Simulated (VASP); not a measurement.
# Zr4ScO (P4/mmm) in VASP: relaxation of cell and atoms with PBE

Aim: the relaxation of cell and atoms of Zr4ScO with PBE.

Everything below comes from runs of VASP 6.6.1. Logs are shortened: lines on timing, memory, paths and dates and some standing lists are left out, and cuts for length are marked.

## 1. The cell of the first run

The structure is tetragonal, space group P4/mmm (No. 123). The conventional cell has a = 2.994 Å, b = 2.994 Å, c = 13.019 Å, α = 90.00°, β = 90.00°, γ = 90.00°. Within 4.0 Å of Zr (site symmetry 4mm) lie 8 Zr at 2.99 to 3.23 Å and 4 Sc at 3.34 Å and 1 O at 3.92 Å. Within 3.4 Å of Zr (site symmetry 4mm) lie 4 O at 2.59 Å and 9 Zr at 2.97 to 3.23 Å. Within 3.9 Å of Sc (site symmetry 4/mmm) lie 4 Sc at 2.99 Å and 8 Zr at 3.34 Å. O (site symmetry 4/mmm) has 8 Zr at 2.59 Å and 4 O at 2.99 Å within 3.4 Å.

The cell was generated, and may not be a known phase.

## 2. Relaxation of cell and atoms, PBE

INCAR

```
ALGO = Normal
EDIFF = 1E-7
EDIFFG = -0.01
ENCUT = 600
GGA = PE
GGA_COMPAT = F
IBRION = 2
ISIF = 3
ISMEAR = 0
LASPH = T
LCHARG = F
LREAL = F
LWAVE = F
NELM = 120
NELMIN = 4
NSW = 100
PREC = Accurate
SIGMA = 0.1
```

KPOINTS

```
k-points
0
Gamma
  12 12 4
```

POSCAR

```
Zr4ScO
1.0
    2.9937146180      0.0000000000      0.0000000000
    0.0000000000      2.9937146180      0.0000000000
    0.0000000000      0.0000000000     13.0194699337
Zr Sc O
4 1 1
Direct
    0.5000000000      0.5000000000      0.1988978163
    0.0000000000      0.0000000000      0.6140357209
    0.0000000000      0.0000000000      0.3859642791
    0.5000000000      0.5000000000      0.8011021837
    0.0000000000      0.0000000000      0.0000000000
    0.5000000000      0.5000000000      0.5000000000
```

Potentials or basis: VASP PAW PBE potentials, release 64 (Zr_sv, Sc_sv, O).

Command:

```bash
cat potpaw_PBE.64/Zr_sv/POTCAR potpaw_PBE.64/Sc_sv/POTCAR potpaw_PBE.64/O/POTCAR > POTCAR
mpirun -np 1 vasp_std > vasp.out
```

OUTCAR:

```text
EDIFF = 1E-7
   EDIFFG = -0.01
   ENCUT = 600
   GGA = PE
   IBRION = 2
   ISIF = 3
   ISMEAR = 0
   LASPH = T
   LREAL = F
   NELM = 120
   NELMIN = 4
   NSW = 100
   PREC = Accurate

 ion  position               nearest neighbor table
   1  0.500  0.500  0.199-   3 3.23   3 3.23   3 3.23   3 3.23   5 3.34   5 3.34   5 3.34   5 3.34

   2  0.000  0.000  0.614-   6 2.59   6 2.59   6 2.59   6 2.59   3 2.97   4 3.23   4 3.23   4 3.23
                             4 3.23
   3  0.000  0.000  0.386-   6 2.59   6 2.59   6 2.59   6 2.59   2 2.97   1 3.23   1 3.23   1 3.23
                             1 3.23
   4  0.500  0.500  0.801-   2 3.23   2 3.23   2 3.23   2 3.23   5 3.34   5 3.34   5 3.34   5 3.34

   5  0.000  0.000  0.000-   1 3.34   4 3.34   1 3.34   4 3.34   1 3.34   4 3.34   1 3.34   4 3.34

   6  0.500  0.500  0.500-   2 2.59   3 2.59   2 2.59   3 2.59   2 2.59   3 2.59   2 2.59   3 2.59

  LATTYP: Found a simple tetragonal cell.
 ALAT       =     2.9937146180
 C/A-ratio  =     4.3489348836

  Lattice vectors:

 A1 = (   2.9937146180,   0.0000000000,   0.0000000000)
 A2 = (   0.0000000000,   2.9937146180,   0.0000000000)
 A3 = (   0.0000000000,   0.0000000000,  13.0194699337)

Analysis of symmetry for initial positions (statically):
=====================================================================
 Subroutine PRICEL returns:
 Original cell was already a primitive cell.

 Routine SETGRP: Setting up the symmetry group for a
 simple tetragonal supercell.

 Subroutine GETGRP returns: Found 16 space group operations
 (whereof 16 operations were pure point group operations)
 out of a pool of 16 trial point group operations.

The static configuration has the point symmetry D_4h.

Analysis of symmetry for dynamics (positions and initial velocities):
=====================================================================
 Subroutine PRICEL returns:
 Original cell was already a primitive cell.

 Routine SETGRP: Setting up the symmetry group for a
 simple tetragonal supercell.

 Subroutine GETGRP returns: Found 16 space group operations
 (whereof 16 operations were pure point group operations)
 out of a pool of 16 trial point group operations.

The dynamic configuration has the point symmetry D_4h.

 Subroutine INISYM returns: Found 16 space group operations
 (whereof 16 operations are pure point group operations),
 and found     1 'primitive' translations

----------------------------------------------------------------------------------------

                                     Primitive cell

  volume of cell :     116.6847

  direct lattice vectors                    reciprocal lattice vectors
     2.993714618  0.000000000  0.000000000     0.334033175  0.000000000  0.000000000
     0.000000000  2.993714618  0.000000000     0.000000000  0.334033175  0.000000000
     0.000000000  0.000000000 13.019469934     0.000000000  0.000000000  0.076808043

  length of vectors
     2.993714618  2.993714618 13.019469934     0.334033175  0.334033175  0.076808043

  position of ions in fractional coordinates (direct lattice)
     0.500000000  0.500000000  0.198897816
     0.000000000  0.000000000  0.614035721
     0.000000000  0.000000000  0.385964279
     0.500000000  0.500000000  0.801102184
     0.000000000  0.000000000  0.000000000
     0.500000000  0.500000000  0.500000000

  ion indices of the primitive-cell ions
   primitive index   ion index
                 1           1
                 2           2
                 3           3
                 4           4
                 5           5
                 6           6

----------------------------------------------------------------------------------------

 KPOINTS: k-points

Automatic generation of k-mesh.
 Grid dimensions read from file:
 generate k-points for:   12   12    4

 Generating k-lattice:

  Cartesian coordinates                     Fractional coordinates (reciprocal lattice)
     0.027836098  0.000000000  0.000000000     0.083333333  0.000000000  0.000000000
     0.000000000  0.027836098  0.000000000     0.000000000  0.083333333  0.000000000
     0.000000000  0.000000000  0.019202011     0.000000000  0.000000000  0.250000000

  Length of vectors
     0.027836098  0.027836098  0.019202011

  Shift w.r.t. Gamma in fractional coordinates (k-lattice)
     0.000000000  0.000000000  0.000000000

 Subroutine IBZKPT returns following result:
 ===========================================

 Found     84 irreducible k-points:

 Following reciprocal coordinates:
            Coordinates               Weight
  0.000000  0.000000  0.000000      1.000000
  0.083333  0.000000  0.000000      4.000000
  0.166667  0.000000  0.000000      4.000000
  0.250000  0.000000  0.000000      4.000000
  0.333333  0.000000  0.000000      4.000000
  0.416667  0.000000  0.000000      4.000000
[... 16 lines left out ...]
  0.333333  0.333333  0.000000      4.000000
  0.416667  0.333333  0.000000      8.000000
 [... further k-points ...]
   k-points           NKPTS =     84   k-points in BZ     NKDIM =     84   number of bands    NBANDS=     39
   number of dos      NEDOS =    301   number of ions     NIONS =      6
   total plane-waves  NPLWV =  62208
   dimension x,y,z NGX =    24 NGY =   24 NGZ =  108
   dimension x,y,z NGXF=    48 NGYF=   48 NGZF=  216
   ions per type =               4   1   1
   NGX,Y,Z   is equivalent  to a cutoff of  13.33, 13.33, 13.79 a.u.
   NGXF,Y,Z  is equivalent  to a cutoff of  26.66, 26.66, 27.58 a.u.
 SYSTEM =  unknown system
   PREC   = accura    normal or accurate (medium, high low for compatibility)
   ISTART =      0    job   : 0-new  1-cont  2-samecut
   ICHARG =      2    charge: 1-file 2-atom 10-const
   ISPIN  =      1    spin polarized calculation?
   LNONCOLLINEAR =      F non collinear calculations
   LSORBIT =      F    spin-orbit coupling
   LASPH  =      T    aspherical Exc in radial PAW
   ENCUT  =  600.0 eV  44.10 Ry    6.64 a.u.   5.98  5.98 26.00*2*pi/ulx,y,z
   NELM   =    120;   NELMIN=  4; NELMDL= -5     # of ELM steps
   EDIFF  = 0.1E-06   stopping-criterion for ELM
   LREAL  =      F    real-space projection
   EDIFFG = -.1E-01   stopping-criterion for IOM
   NSW    =    100    number of steps for IOM
   IBRION =      2    ionic relax: 0-MD 1-quasi-New 2-CG
   NFREE  =      1    steps in history (QN), initial steepest desc. (CG)
   ISIF   =      3    stress and relaxation
   ISYM   =      2    0-nonsym 1-usesym 2-fastsym
   POTIM  = 0.5000    time-step for ionic-motion
   TEBEG  =    0.0;   TEEND  =   0.0 temperature during run
   PSTRESS=    0.0 pullay stress
   NELECT =      65.0000    total number of electrons
   NUPDOWN=      -1.0000    fix difference up-down
   EMIN   =  10.00;   EMAX   =-10.00  energy-range for DOS
   EFERMI =   0.00;   METHOD = LEGACY
   ISMEAR =     0;   SIGMA  =   0.10  broadening in eV -4-tet -1-fermi 0-gaus
   EFERMI_NEDOS =   21; number of points for ismear=-14 and -15
   IALGO  =     38    algorithm
   IMIX   =      4    mixing-type and parameters
     AMIX     =   0.40;   BMIX     =  1.00
     AMIX_MAG =   1.60;   BMIX_MAG =  1.00
  volume/ion in A,a.u.               =      19.45       131.24
  Fermi-wavevector in a.u.,A,eV,Ry     =   1.347022  2.545502 24.687328  1.814467
  Thomas-Fermi vector in A             =   2.474806
   LORBIT       =      0    0 simple, 1 ext, 2 COOP (PROOUT), +10 PAW based schemes
   GGA     = PE    functional components
   LHFCALC =     F    Hartree Fock is set to
   AEXX    =    0.0000 exact exchange contribution
   IVDW    =     0    specifies the selected vdW correction
   LEPSILON=     F    determine dielectric tensor
   LRPA    =     F    only Hartree local field effects (RPA)
 conjugate gradient relaxation of ions
 non-spin polarized calculation
 Gauss-broadening in eV      SIGMA  =   0.10
  energy-cutoff  :      600.00
  volume of cell :      116.68
 maximum number of plane-waves:      3940
 NGX is ok and might be reduce to    24
   NGX = 11   NGY = 11   NGZ = 53

--------------------------------------- Ionic step        1  -------------------------------------------

 number of electron      65.0000000 magnetization

 Free energy of the ion-electron system (eV)
  ---------------------------------------------------
  ext. energy  EPLUGINS =         0.00000000
  ---------------------------------------------------
  free energy    TOTEN  =       -48.37636704 eV

  energy without entropy =      -48.34740727  energy(sigma->0) =      -48.36188716

------------------------ aborting loop because EDIFF is reached ----------------------------------------

  FORCE on cell =-STRESS in cart. coord.  units (eV):
  Direction    XX          YY          ZZ          XY          YZ          ZX
  --------------------------------------------------------------------------------------
  -------------------------------------------------------------------------------------
  Total        0.0294980      0.0294980      0.0209954      0.0000000      0.0000000      0.0000000
  in kB        0.4050314      0.4050314      0.2882838      0.0000000      0.0000000      0.0000000
  external PRESSURE =       0.3661156 kB  Pullay stress =       0.0000000 kB
[... 101 lines left out ...]
  FREE ENERGIE OF THE ION-ELECTRON SYSTEM (eV)
  ---------------------------------------------------
  free  energy   TOTEN  =       -48.3764606150 eV

  energy  without entropy=      -48.3473424103  energy(sigma->0) =      -48.36190151

[... ionic steps 4 to 7 ...]

--------------------------------------- Ionic step        8  -------------------------------------------

 number of electron      65.0000001 magnetization

------------------------ aborting loop because EDIFF is reached ----------------------------------------

  FORCE on cell =-STRESS in cart. coord.  units (eV):
  Direction    XX          YY          ZZ          XY          YZ          ZX
  --------------------------------------------------------------------------------------
  -------------------------------------------------------------------------------------
  Total        0.0038139      0.0038139      0.0092235      0.0000000      0.0000000      0.0000000
  in kB        0.0523991      0.0523991      0.1267193      0.0000000      0.0000000      0.0000000
  external PRESSURE =       0.0771725 kB  Pullay stress =       0.0000000 kB
[... 65 lines left out ...]
  energy  without entropy=      -48.3475381117  energy(sigma->0) =      -48.36210118

--------------------------------------- Ionic step       10  -------------------------------------------

 number of electron      65.0000001 magnetization

 Free energy of the ion-electron system (eV)
  ---------------------------------------------------
  ext. energy  EPLUGINS =         0.00000000
  ---------------------------------------------------
  free energy    TOTEN  =       -48.37668547 eV

  energy without entropy =      -48.34753671  energy(sigma->0) =      -48.36211109

 E-fermi :   8.3858     XC(G=0): -11.2055

 val. band max:        8.3854382596   @ k =   0.1667   0.1667   0.5000
 cond. band min:       8.3881937419   @ k =   0.5000   0.0000   0.2500
 fundamental gap:      0.0027554823
 Fermi energy:         8.3858069503

 k-point     1 :       0.0000    0.0000    0.0000
  band No.  band energies     occupation
      1     -40.9289      2.00000
      2     -40.5688      2.00000
      3     -40.5061      2.00000
      4     -40.0116      2.00000
      5     -40.0109      2.00000
      6     -19.5126      2.00000
[... 997 lines left out ...]
     38      10.0459      0.00000
     39      11.4083      0.00000

 [... further k-points ...]

------------------------ aborting loop because EDIFF is reached ----------------------------------------

  FORCE on cell =-STRESS in cart. coord.  units (eV):
  Direction    XX          YY          ZZ          XY          YZ          ZX
  --------------------------------------------------------------------------------------
  -------------------------------------------------------------------------------------
  Total        0.0119311      0.0119311     -0.0106199      0.0000000      0.0000000     -0.0000000
  in kB        0.1639357      0.1639357     -0.1459187      0.0000000      0.0000000     -0.0000000
  external PRESSURE =       0.0606509 kB  Pullay stress =       0.0000000 kB
[... 21 lines left out ...]
  FREE ENERGIE OF THE ION-ELECTRON SYSTEM (eV)
  ---------------------------------------------------
  free  energy   TOTEN  =       -48.3766854749 eV

  energy  without entropy=      -48.3475367075  energy(sigma->0) =      -48.36211109

 reached required accuracy - stopping structural energy minimisation
```

Run time: 70 min. Hardware: 1 thread of Oxide Virtual Turin-like, shared host; peak memory 0.52 GiB.

What came out:

| Property | Result |
| --- | --- |
| Free energy | -48.3767 eV |
| Relaxed volume | 19.43 Å³/atom |
| Relaxed cell | a = 2.994 Å, b = 2.994 Å, c = 13.011 Å, α = 90.00°, β = 90.00°, γ = 90.00° |
| Space group after relaxing (to 0.1 Å) | P4/mmm (No. 123) |
| Energy gained by relaxing | 0.1 meV/atom |
| Ionic steps | 10 |
| Pressure after relaxing | 0.0 GPa |
| Band gap on the k mesh | zero (an odd number of electrons rules out a gap without spin polarisation) |

The path:
```tsv
step	energy change (eV)	largest force (eV/Å)	pressure (GPa)	volume (Å³)
1	0.0000	0.0320	0.04	116.68
2	-0.0001	0.0235	-0.05	116.76
3	-0.0001	0.0129	-0.15	116.86
4	-0.0001	0.0174	-0.11	116.82
5	-0.0002	0.0150	-0.09	116.79
6	-0.0003	0.0147	-0.04	116.69
7	-0.0002	0.0295	0.08	116.50
8	-0.0003	0.0202	0.01	116.62
9	-0.0003	0.0141	0.00	116.61
10	-0.0003	0.0005	0.01	116.61
```

Final structure:
```
CELL_PARAMETERS angstrom
2.99369 0.00000 0.00000
0.00000 2.99369 0.00000
0.00000 0.00000 13.01082
ATOMIC_POSITIONS crystal
Zr 0.50000 0.50000 0.19811
Zr 0.00000 0.00000 0.61407
Zr 0.00000 0.00000 0.38593
Zr 0.50000 0.50000 0.80189
Sc 0.00000 0.00000 0.00000
O 0.50000 0.50000 0.50000
```
